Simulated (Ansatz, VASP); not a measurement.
**ZnS3: VASP beside Ansatz**

INCAR

```
  PREC = Accurate
  ENCUT = 600
  EDIFF = 1E-6
  ISMEAR = 0
  SIGMA = 0.1
  LREAL = False
  LASPH = True
  NELM = 80
  ALGO = Normal
  ISIF = 3
  LWAVE = False
  LCHARG = False
  GGA = PE
  IBRION = 2
  NSW = 90
  EDIFFG = -0.04
```

File KPOINTS:

```
Automatic mesh
0
Gamma
  6 6 2
```

POSCAR

```
ZnS3
1.0
    3.9404150700      0.0000000000      0.0000000000
   -1.9702075400      3.4124995500      0.0000000000
    0.0000000000      0.0000000000      7.7576353700
Zn S
1 3
Direct
    0.0000000000      0.0000000000      0.5000000000
    0.5000000000      0.0000000000      0.0000000000
    0.0000000000      0.5000000000      0.0000000000
    0.5000000000      0.5000000000      0.0000000000
```

Input for Ansatz:

```yaml
crystal:
  lattice:
    - [3.94041507, 0.0, 0.0]
    - [-1.97020754, 3.41249955, 0.0]
    - [0.0, 0.0, 7.75763537]
  atoms:
    - { symbol: Zn, position: [0.0, 0.0, 0.5] }
    - { symbol: S, position: [0.5, 0.0, 0.0] }
    - { symbol: S, position: [0.0, 0.5, 0.0] }
    - { symbol: S, position: [0.5, 0.5, 0.0] }
basis:
  ecutwfc: 420
kpoints:
  mp_grid: { grid: [6, 6, 2] }
hamiltonian:
  xc: pbe
scf:
  occupations: { method: gaussian, width: 0.1 }
  lower_state_search: "off"
output:
  forces: true
  stress: true
  eigenvalues: true
relax:
  adjacent_minimum: "off"
  f_tol: 0.04
  max_steps: 70
  cell: { stress_tol: 0.4 }
```

Alike in both runs: task relaxation of cell and atoms; functional PBE; k mesh 6 × 6 × 2; occupations gaussian, width 0.1 eV; no spin polarisation.

|  | VASP | Ansatz |
| --- | --- | --- |
| version | VASP 6.6.1 | Ansatz 0.2.0 |
| potentials or method | VASP PAW PBE potentials, release 64 (Zn, S), cutoff 600 eV | scalar-relativistic, plane waves, PAW |
| valence electrons in the cell | 30 | 30 |

Ansatz gave:

| Quantity | Value |
| --- | --- |
| gap on the k mesh at the Fermi level, each at its own relaxed structure (eV) | none |
| relaxed volume (Å³/atom) | 21.94 |
| relaxed cell length with the largest relative difference (Å) | 4.788 |

**Question.** What did VASP give for the same quantities?

**Answer.** gap on the k mesh at the Fermi level, each at its own relaxed structure (eV): none; relaxed volume (Å³/atom): 21.86; relaxed cell length with the largest relative difference (Å): 4.781.

A gap of «none» marks a metal or a gap that the smearing closes.

The k mesh is coarse, so the values compare programs but aren't converged. Noted on VASP's run: the volume moved by over 15 % at a fixed basis, so the end points are rough.
